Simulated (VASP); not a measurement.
Wanted: the native input for a VASP 6.6.1 run.

| Property | Result |
| --- | --- |
| Task | single point |
| Functional | PBE |
| Potentials or basis | VASP PAW PBE potentials, release 64 (Zn, S) |
| Cutoff | 520 eV |
| k mesh | 10 × 10 × 10 |
| Occupations | gaussian, width 0.05 eV |
| Spin | no spin polarisation |
| Dipole correction | no |
| Further INCAR settings | ALGO = Normal; EDIFF = 1e-06; NBANDS = 16 |

The structure of ZnS lies in POSCAR:

```
ZnS
1.0
    0.0000000000      2.9381877126      2.2917864159
    2.9381877126      0.0000000000      2.2917864159
    2.9381877126      2.9381877126      0.0000000000
Zn S
1 1
Direct
    0.0000000000      0.0000000000      0.0000000000
    0.7500000000      0.7500000000      0.7500000000
```

This cell differs from its parent crystal: ratio of the length along z to the lengths across it x 0.78, volume and fractional coordinates fixed.

These files were run (other wordings do the same):

INCAR

```
PREC = Accurate ; ENCUT = 520
EDIFF = 1E-6 ; ISMEAR = 0
SIGMA = 0.05 ; LREAL = False
LASPH = True ; NELM = 60
ALGO = Normal ; ISIF = 2
LWAVE = False ; LCHARG = False
GGA = PE ; NBANDS = 16
```

KPOINTS

```
Automatic mesh
0
Gamma
  10 10 10
```

Potentials or basis: VASP PAW PBE potentials, release 64 (Zn, S).

Command:

```console
$ cat potpaw_PBE.64/Zn/POTCAR potpaw_PBE.64/S/POTCAR > POTCAR
$ mpirun -np 1 vasp_std > vasp.out
```

It gave:

The pressure is -0.1 GPa and the band gap on the k mesh is 1.60 eV, direct.

It took 26 s on 1 thread of Intel(R) Xeon(R) 6975P-C (Granite Rapids), with other jobs on the host, peak memory 0.2 GiB.
